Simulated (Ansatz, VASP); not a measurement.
**One calculation of Ni, two programs**

File INCAR:

```
SYSTEM = Ni
  PREC = Accurate
  ENCUT = 520
  EDIFF = 1E-6
  ISMEAR = 0
  SIGMA = 0.1
  LREAL = .False.
  LASPH = .True.
  NELM = 150
  ALGO = Normal
  ISIF = 2
  LWAVE = .False.
  LCHARG = .True.
  ISPIN = 2
  MAGMOM = 2 2
  LORBIT = 11
  LMAXMIX = 4
  GGA = PS
  LELF = .True.
  LVHAR = .True.
  NBANDS = 21
```

File KPOINTS:

```
Automatic mesh
0
Gamma
  6 6 6
  0 0 0
```

The input POSCAR:

```
Ni
1.0
    0.0000000000      2.2962173274      2.2962173274
    2.2962173274      0.0000000000      2.2962173274
    2.2962173274      2.2962173274      0.0000000000
Ni
2
Direct
    0.5000000000      0.5000000000      0.5000000000
    0.7500000000      0.7500000000      0.7500000000
```

Input for Ansatz:

```yaml
crystal:
  lattice:
    - [0.0, 2.2962173274, 2.2962173274]
    - [2.2962173274, 0.0, 2.2962173274]
    - [2.2962173274, 2.2962173274, 0.0]
  atoms:
    - { symbol: Ni, position: [0.5, 0.5, 0.5], spin: 2.0 }
    - { symbol: Ni, position: [0.75, 0.75, 0.75], spin: 2.0 }
basis:
  ecutwfc: 420
kpoints:
  mp_grid: { grid: [6, 6, 6] }
hamiltonian:
  xc: pbesol
scf:
  occupations: { method: gaussian, width: 0.1 }
  lower_state_search: "off"
output:
  forces: true
  stress: true
  eigenvalues: true
  populations: true
magnetization:
  spin_polarized: true
```

Alike in both runs: task single point; functional PBEsol; k mesh 6 × 6 × 6; occupations gaussian, width 0.1 eV; collinear spin.

```csv
,VASP,Ansatz
version,VASP 6.6.1,Ansatz 0.2.0
potentials or method,"VASP PAW PBE potentials, release 64 (Ni), cutoff 520 eV","scalar-relativistic, plane waves, PAW"
valence electrons in the cell,20,36
```

|  | VASP | Ansatz | Ansatz less VASP |
| --- | --- | --- | --- |
| gap on the k mesh at the Fermi level (eV) | none | none | - |
| net moment per atom (μB) | 0.72 | 0.73 | +0.012 |
| size of the moment on the site where the two differ most (μB) | 0.70 | 0.74 | +0.042 |

VASP's potentials were made for PBE, not for PBEsol. Site moments also hang on the region over which each program counts them. A gap of «none» marks a metal or a gap that the smearing closes. VASP's potentials hold 20 valence electrons a cell and Ansatz's 36, so a difference there can come from the potentials and not from the codes.

The k mesh is coarse, so the values compare programs but aren't converged.
